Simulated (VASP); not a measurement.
Write the native input for VASP 6.6.1 that does the following.

```
Task                   : relaxation of cell and atoms
Functional             : PBEsol
Potentials or basis    : VASP PAW PBE potentials, release 64 (Ti_sv)
Cutoff                 : 600 eV
k mesh                 : 8 × 8 × 11
Occupations            : fermi-dirac, width 0.08 eV
Spin                   : no spin polarisation
Target pressure        : 0.59 GPa
Dipole correction      : no
Further INCAR settings : ALGO = Normal; EDIFF = 1e-06; IBRION = 2; EDIFFG = -0.005; NSW = 60; ISIF = 3
```

The structure of Ti lies in POSCAR:

```
Ti
1.0
    4.5284008831      0.0000000000      0.0000000000
   -2.2642004415      3.9217102033      0.0000000000
    0.0000000000      0.0000000000      2.8076085475
Ti
3
Direct
    0.0000000000      0.0000000000      0.0000000000
    0.3333333333      0.6666666667      0.5000000000
    0.6666666667      0.3333333333      0.5000000000
```

This isn't the form of Ti at room conditions, which is hcp.

One way to write it, as run:

INCAR

```
SYSTEM = Ti
  PREC = Accurate
  ENCUT = 600
  EDIFF = 1E-6
  ISMEAR = -1
  SIGMA = 0.08
  LREAL = .FALSE.
  LASPH = .TRUE.
  NELM = 100
  ALGO = Normal
  ISIF = 3
  LWAVE = .FALSE.
  LCHARG = .FALSE.
  GGA = PS
  IBRION = 2
  NSW = 60
  EDIFFG = -0.005
  PSTRESS = 5.8999999999999995
```

KPOINTS

```
Automatic mesh
0
G
  8 8 11
  0 0 0
```

Potentials or basis: VASP PAW PBE potentials, release 64 (Ti_sv).

Launch:

```bash
$ cat potpaw_PBE.64/Ti_sv/POTCAR > POTCAR
$ mpirun -np 1 vasp_std > vasp.out
```

Results of the run:

```json
{
  "Relaxed volume": "16.35 Å³/atom",
  "Relaxed cell": "a = 4.504 Å, b = 4.504 Å, c = 2.793 Å, α = 90.00°, β = 90.00°, γ = 120.00°",
  "Space group after relaxing (to 0.1 Å)": "P6/mmm (No. 191)",
  "Energy change on relaxing (the run minimises the enthalpy)": "-0.6 meV/atom",
  "Ionic steps": "10",
  "Pressure after relaxing": "0.6 GPa",
  "Band gap on the k mesh": "zero (bands 18 and 19 overlap by 0.36 eV)"
}
```

Caveat: the cell is relaxed towards a set pressure, so the run minimises the enthalpy, not the energy; the PAW data sets were made with another functional, which shifts forces and pressure a little.

Wall time 8.1 min on 1 thread of Intel Xeon 8259CL (shared host), peak memory 0.22 GiB.
